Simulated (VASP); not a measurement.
# PdCl4 (Cmmm) in VASP: a series of runs

PdCl4 is run at these levels: PBE; tasks: single point, relaxation of cell and atoms.

Program: VASP 6.6.1. These are calculated values, not measurements. Logs are shortened: lines on timing, memory, paths and dates and some standing lists are left out, and cuts for length are marked.

## Step 1: The cell of the first run

The structure is orthorhombic, space group Cmmm (No. 65). Conventional cell: a = 8.274 Å, b = 8.725 Å, c = 3.578 Å, α = 90.00°, β = 90.00°, γ = 90.00°. Within 3.1 Å of Pd (site symmetry mmm) lie 6 Cl at 2.32 to 2.39 Å. Within 3.2 Å of Cl (site symmetry m2m) lie 2 Pd at 2.39 Å and 1 Cl at 3.16 Å. Cl (site symmetry 2mm) has 1 Pd at 2.32 Å within 3.1 Å.

The cell was generated, and may not be a known phase.

## Step 2: Single point, PBE

INCAR

```
PREC = Accurate ; ENCUT = 520
EDIFF = 1E-6 ; ISMEAR = 0
SIGMA = 0.15 ; LREAL = False
LASPH = True ; NELM = 80
ALGO = Normal ; ISIF = 2
LWAVE = False ; LCHARG = False
GGA = PE ; NBANDS = 27
```

KPOINTS

```
regular mesh
0
Gamma
  2 2 3
```

POSCAR

```
PdCl4
1.0
    4.1370703551     -4.3625746325      0.0000000000
    4.1370703551      4.3625746325      0.0000000000
    0.0000000000      0.0000000000      3.5776314604
Pd Cl
1 4
Direct
    0.0000000000      0.0000000000      0.0000000000
    0.8187542765      0.1812457235      0.5000000000
    0.1812457235      0.8187542765      0.5000000000
    0.2808986261      0.2808986261      0.0000000000
    0.7191013739      0.7191013739      0.0000000000
```

Potentials or basis: VASP PAW PBE potentials, release 64 (Pd, Cl).

Command:

```console
> cat potpaw_PBE.64/Pd/POTCAR potpaw_PBE.64/Cl/POTCAR > POTCAR
> mpirun -np 1 vasp_std > vasp.out
```

OUTCAR:

```text
PREC = Accurate
   ENCUT = 520
   EDIFF = 1E-6
   ISMEAR = 0
   LREAL = False
   LASPH = True
   NELM = 80
   ISIF = 2
   GGA = PE

 ion  position               nearest neighbor table
   1  0.000  0.000  0.000-   4 2.32   5 2.32   2 2.39   3 2.39   2 2.39   3 2.39
   2  0.819  0.181  0.500-   1 2.39   1 2.39
   3  0.181  0.819  0.500-   1 2.39   1 2.39
   4  0.281  0.281  0.000-   1 2.32
   5  0.719  0.719  0.000-   1 2.32

  LATTYP: Found a base centered orthorhombic cell.
 ALAT       =     8.2741407102
 B/A-ratio  =     1.0545082046
 C/A-ratio  =     0.4323870702

  Lattice vectors:

 A1 = (   4.1370703551,  -4.3625746325,   0.0000000000)
 A2 = (   4.1370703551,   4.3625746325,   0.0000000000)
 A3 = (   0.0000000000,   0.0000000000,   3.5776314604)

Analysis of symmetry for initial positions (statically):
=====================================================================
 Subroutine PRICEL returns:
 Original cell was already a primitive cell.

 Routine SETGRP: Setting up the symmetry group for a
 base centered orthorhombic supercell.

 Subroutine GETGRP returns: Found  8 space group operations
 (whereof  8 operations were pure point group operations)
 out of a pool of  8 trial point group operations.

The static configuration has the point symmetry D_2h.

Analysis of symmetry for dynamics (positions and initial velocities):
=====================================================================
 Subroutine PRICEL returns:
 Original cell was already a primitive cell.

 Routine SETGRP: Setting up the symmetry group for a
 base centered orthorhombic supercell.

 Subroutine GETGRP returns: Found  8 space group operations
 (whereof  8 operations were pure point group operations)
 out of a pool of  8 trial point group operations.

The dynamic configuration has the point symmetry D_2h.

 Subroutine INISYM returns: Found  8 space group operations
 (whereof  8 operations are pure point group operations),
 and found     1 'primitive' translations

----------------------------------------------------------------------------------------

                                     Primitive cell

  volume of cell :     129.1402

  direct lattice vectors                    reciprocal lattice vectors
     4.137070355 -4.362574633  0.000000000     0.120858472 -0.114611220  0.000000000
     4.137070355  4.362574633  0.000000000     0.120858472  0.114611220  0.000000000
     0.000000000  0.000000000  3.577631460     0.000000000  0.000000000  0.279514537

  length of vectors
     6.012271496  6.012271496  3.577631460     0.166560805  0.166560805  0.279514537

  position of ions in fractional coordinates (direct lattice)
     0.000000000  0.000000000  0.000000000
     0.818754277  0.181245723  0.500000000
     0.181245723  0.818754277  0.500000000
     0.280898626  0.280898626  0.000000000
     0.719101374  0.719101374  0.000000000

  ion indices of the primitive-cell ions
   primitive index   ion index
                 1           1
                 2           2
                 3           3
                 4           4
                 5           5

----------------------------------------------------------------------------------------

 KPOINTS: regular mesh

Automatic generation of k-mesh.
 Grid dimensions read from file:
 generate k-points for:    2    2    3

 Generating k-lattice:

  Cartesian coordinates                     Fractional coordinates (reciprocal lattice)
     0.060429236 -0.057305610  0.000000000     0.500000000  0.000000000  0.000000000
     0.060429236  0.057305610  0.000000000     0.000000000  0.500000000  0.000000000
     0.000000000  0.000000000  0.093171512     0.000000000  0.000000000  0.333333333

  Length of vectors
     0.083280403  0.083280403  0.093171512

  Shift w.r.t. Gamma in fractional coordinates (k-lattice)
     0.000000000  0.000000000  0.000000000

 Subroutine IBZKPT returns following result:
 ===========================================

 Found      6 irreducible k-points:

 Following reciprocal coordinates:
            Coordinates               Weight
  0.000000  0.000000  0.000000      1.000000
  0.500000  0.000000  0.000000      2.000000
  0.500000  0.500000  0.000000      1.000000
  0.000000  0.000000  0.333333      2.000000
  0.500000  0.000000  0.333333      4.000000
  0.500000  0.500000  0.333333      2.000000
   k-points           NKPTS =      6   k-points in BZ     NKDIM =      6   number of bands    NBANDS=     27
   number of dos      NEDOS =    301   number of ions     NIONS =      5
   total plane-waves  NPLWV =  64512
   dimension x,y,z NGX =    48 NGY =   48 NGZ =   28
   dimension x,y,z NGXF=    96 NGYF=   96 NGZF=   56
   ions per type =               1   4
   NGX,Y,Z   is equivalent  to a cutoff of  13.27, 13.27, 13.01 a.u.
   NGXF,Y,Z  is equivalent  to a cutoff of  26.55, 26.55, 26.02 a.u.
 SYSTEM =  unknown system
   PREC   = accura    normal or accurate (medium, high low for compatibility)
   ISTART =      0    job   : 0-new  1-cont  2-samecut
   ICHARG =      2    charge: 1-file 2-atom 10-const
   ISPIN  =      1    spin polarized calculation?
   LNONCOLLINEAR =      F non collinear calculations
   LSORBIT =      F    spin-orbit coupling
   LASPH  =      T    aspherical Exc in radial PAW
   ENCUT  =  520.0 eV  38.22 Ry    6.18 a.u.  11.18 11.18  6.65*2*pi/ulx,y,z
   NELM   =     80;   NELMIN=  2; NELMDL= -5     # of ELM steps
   EDIFF  = 0.1E-05   stopping-criterion for ELM
   LREAL  =      F    real-space projection
   EDIFFG = 0.1E-04   stopping-criterion for IOM
   NSW    =      0    number of steps for IOM
   IBRION =     -1    ionic relax: 0-MD 1-quasi-New 2-CG
   NFREE  =      0    steps in history (QN), initial steepest desc. (CG)
   ISIF   =      2    stress and relaxation
   ISYM   =      2    0-nonsym 1-usesym 2-fastsym
   POTIM  = 0.5000    time-step for ionic-motion
   TEBEG  =    0.0;   TEEND  =   0.0 temperature during run
   PSTRESS=    0.0 pullay stress
   NELECT =      38.0000    total number of electrons
   NUPDOWN=      -1.0000    fix difference up-down
   EMIN   =  10.00;   EMAX   =-10.00  energy-range for DOS
   EFERMI =   0.00;   METHOD = LEGACY
   ISMEAR =     0;   SIGMA  =   0.15  broadening in eV -4-tet -1-fermi 0-gaus
   EFERMI_NEDOS =   21; number of points for ismear=-14 and -15
   IALGO  =     38    algorithm
   IMIX   =      4    mixing-type and parameters
     AMIX     =   0.40;   BMIX     =  1.00
     AMIX_MAG =   1.60;   BMIX_MAG =  1.00
  volume/ion in A,a.u.               =      25.83       174.30
  Fermi-wavevector in a.u.,A,eV,Ry     =   1.088886  2.057695 16.132044  1.185672
  Thomas-Fermi vector in A             =   2.225077
   LORBIT       =      0    0 simple, 1 ext, 2 COOP (PROOUT), +10 PAW based schemes
   GGA     = PE    functional components
   LHFCALC =     F    Hartree Fock is set to
   AEXX    =    0.0000 exact exchange contribution
   IVDW    =     0    specifies the selected vdW correction
   LEPSILON=     F    determine dielectric tensor
   LRPA    =     F    only Hartree local field effects (RPA)
 non-spin polarized calculation
 Gauss-broadening in eV      SIGMA  =   0.15
  energy-cutoff  :      520.00
  volume of cell :      129.14
 maximum number of plane-waves:      3500
 NGX is ok and might be reduce to    48
   NGX = 23   NGY = 23   NGZ = 13

 number of electron      38.0000002 magnetization

 Free energy of the ion-electron system (eV)
  ---------------------------------------------------
  ext. energy  EPLUGINS =         0.00000000
  ---------------------------------------------------
  free energy    TOTEN  =       -13.86830597 eV

  energy without entropy =      -13.81166252  energy(sigma->0) =      -13.83998425

 E-fermi :   0.8912     XC(G=0):  -8.4334

 val. band max:        0.8743000805   @ k =   0.5000   0.5000   0.0000
 cond. band min:       0.8980834903   @ k =   0.0000   0.0000   0.0000
 fundamental gap:      0.0237834097
 Fermi energy:         0.8911758943

 k-point     1 :       0.0000    0.0000    0.0000
  band No.  band energies     occupation
      1     -14.6894      2.00000
      2     -13.9595      2.00000
      3     -12.8003      2.00000
      4     -12.6185      2.00000
      5      -4.8779      2.00000
      6      -4.8584      2.00000
[... 19 lines left out ...]
     26      10.0352      0.00000
     27      11.1492      0.00000

 k-point     2 :       0.5000    0.0000    0.0000
  band No.  band energies     occupation
      1     -14.6446      2.00000
      2     -13.9847      2.00000
      3     -12.7642      2.00000
      4     -12.7088      2.00000
      5      -4.8821      2.00000
      6      -4.8567      2.00000
[... 19 lines left out ...]
     26      10.2846      0.00000
     27      11.2567      0.00000

 k-point     3 :       0.5000    0.5000    0.0000
  band No.  band energies     occupation
      1     -14.6090      2.00000
      2     -13.9940      2.00000
      3     -12.8632      2.00000
      4     -12.6581      2.00000
      5      -4.8896      2.00000
      6      -4.8856      2.00000
[... 19 lines left out ...]
     26      10.8364      0.00000
     27      10.9014      0.00000

 k-point     4 :       0.0000    0.0000    0.3333
  band No.  band energies     occupation
      1     -14.2921      2.00000
      2     -14.0111      2.00000
      3     -12.7557      2.00000
      4     -12.4703      2.00000
      5      -4.5414      2.00000
      6      -4.3391      2.00000
[... 19 lines left out ...]
     26      11.2490      0.00000
     27      11.3238      0.00000

 k-point     5 :       0.5000    0.0000    0.3333
  band No.  band energies     occupation
      1     -14.2662      2.00000
      2     -14.0267      2.00000
      3     -12.6888      2.00000
      4     -12.5604      2.00000
      5      -4.4958      2.00000
      6      -4.3739      2.00000
[... 19 lines left out ...]
     26      10.4893      0.00000
     27      10.8406      0.00000

 k-point     6 :       0.5000    0.5000    0.3333
  band No.  band energies     occupation
      1     -14.2451      2.00000
      2     -14.0378      2.00000
      3     -12.7538      2.00000
      4     -12.5020      2.00000
      5      -4.4681      2.00000
      6      -4.4127      2.00000
[... 19 lines left out ...]
     26      10.6654      0.00000
     27      11.1377      0.00000

------------------------ aborting loop because EDIFF is reached ----------------------------------------

  FORCE on cell =-STRESS in cart. coord.  units (eV):
  Direction    XX          YY          ZZ          XY          YZ          ZX
  --------------------------------------------------------------------------------------
  -------------------------------------------------------------------------------------
  Total       -0.1402471      0.0459957     -0.3243621      0.0000000      0.0000000      0.0000000
  in kB       -1.7399755      0.5706459     -4.0241981      0.0000000      0.0000000      0.0000000
  external PRESSURE =      -1.7311759 kB  Pullay stress =       0.0000000 kB

 VOLUME and BASIS-vectors are now :
 -----------------------------------------------------------------------------
  energy-cutoff  :      520.00
  volume of cell :      129.14
      direct lattice vectors                 reciprocal lattice vectors
     4.137070355 -4.362574633  0.000000000     0.120858472 -0.114611220  0.000000000
     4.137070355  4.362574633  0.000000000     0.120858472  0.114611220  0.000000000
     0.000000000  0.000000000  3.577631460     0.000000000  0.000000000  0.279514537

 POSITION                                       TOTAL-FORCE (eV/Angst)
 -----------------------------------------------------------------------------------
      0.00000      0.00000      0.00000         0.000000      0.000000     -0.000000
      4.13707     -2.78118      1.78882         0.000000     -0.045294     -0.000000
      4.13707      2.78118      1.78882         0.000000      0.045294      0.000000
      2.32419      0.00000      0.00000        -0.051550      0.000000     -0.000000
      5.94995      0.00000      0.00000         0.051550      0.000000     -0.000000
 -----------------------------------------------------------------------------------
    total drift:                                0.000000      0.000000      0.000000

  FREE ENERGIE OF THE ION-ELECTRON SYSTEM (eV)
  ---------------------------------------------------
  free  energy   TOTEN  =       -13.8683059741 eV

  energy  without entropy=      -13.8116625248  energy(sigma->0) =      -13.83998425
```

It took 50 s on 1 thread of Intel Xeon 8259CL, shared host; peak memory 0.24 GiB.

What came out:

- Free energy: -13.8683 eV
- Pressure: -0.2 GPa
- Largest force: 0.052 eV/Å
- Band gap on the k mesh: 0.07 eV (least direct gap 0.43 eV)

Forces on the atoms (eV/Å):
```
Pd   0.000  0.000  0.000
Cl   0.000 -0.045  0.000
Cl   0.000  0.045  0.000
Cl  -0.052  0.000  0.000
Cl   0.052  0.000  0.000
```

Caveat: the k points lie up to 0.59 Å⁻¹ apart; the smearing spreads over this small gap.

(Continued in part 2 of 2.)

The gap in the log of VASP goes by the Fermi energy; the results here count the filled bands.